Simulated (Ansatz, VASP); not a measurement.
Two plane-wave programs on TiO2

INCAR

```
SYSTEM = TiO2
ALGO = Normal
EDIFF = 1E-6
ENCUT = 520
GGA = PE
ISIF = 2
ISMEAR = 0
LASPH = .TRUE.
LCHARG = .FALSE.
LREAL = .FALSE.
LWAVE = .FALSE.
NBANDS = 33
NELM = 100
PREC = Accurate
SIGMA = 0.05
```

The input KPOINTS:

```
k-points
0
G
  6 6 10
  0 0 0
```

File POSCAR:

```
TiO2
1.0
    4.6048595979      0.0000000000      0.0000000000
    0.0000000000      4.6048595979      0.0000000000
    0.0000000000      0.0000000000      2.9392636202
Ti O
2 4
Direct
    0.0000000000      0.0000000000      0.0000000000
    0.5000000000      0.5000000000      0.5000000000
    0.3050970583      0.3050970583      0.0000000000
    0.1949029417      0.8050970583      0.5000000000
    0.6949029417      0.6949029417      0.0000000000
    0.8050970583      0.1949029417      0.5000000000
```

Input for Ansatz:

```yaml
crystal:
  lattice:
    - [4.6048595979, 0.0, 0.0]
    - [0.0, 4.6048595979, 0.0]
    - [0.0, 0.0, 2.9392636202]
  atoms:
    - { symbol: Ti, position: [0.0, 0.0, 0.0] }
    - { symbol: Ti, position: [0.5, 0.5, 0.5] }
    - { symbol: O, position: [0.3050970583, 0.3050970583, 0.0] }
    - { symbol: O, position: [0.1949029417, 0.8050970583, 0.5] }
    - { symbol: O, position: [0.6949029417, 0.6949029417, 0.0] }
    - { symbol: O, position: [0.8050970583, 0.1949029417, 0.5] }
basis:
  ecutwfc: 520.0
kpoints:
  mp_grid: { grid: [6, 6, 10] }
hamiltonian:
  xc: pbe
  pseudopotentials: { kind: paw, azcp: { folder: soft_1 } }
scf:
  occupations: { method: gaussian, width: 0.05 }
output:
  forces: true
  stress: true
  eigenvalues: true
```

Change from the starting cell: mode 1 frozen in at +0.000 Å, equal normal strain along x, y and z -0.0083.

Alike in both runs: task single point; functional PBE; k mesh 6 × 6 × 10; occupations gaussian, width 0.05 eV; no spin polarisation.

|  | VASP | Ansatz |
| --- | --- | --- |
| version | VASP 6.6.1 | Ansatz 0.2.0 |
| potentials or method | VASP PAW PBE potentials, release 64 (Ti_sv, O), cutoff 520 eV | scalar-relativistic, plane waves, PAW |
| valence electrons in the cell | 48 | 48 |

```tsv
	VASP	Ansatz	Ansatz less VASP
gap on the k mesh at the Fermi level (eV)	1.90	1.93	+0.030
least direct gap on the mesh (eV)	1.90	1.93	+0.030
pressure (GPa)	6.6	6.0	-0.65
traceless stress, the component that is largest in VASP (GPa)	1.35	1.11	-0.247
rms of the force components (eV/Å)	0.075	0.062	-0.0135
```

Atom by atom the forces differ by 0.014 eV/Å (rms over components).
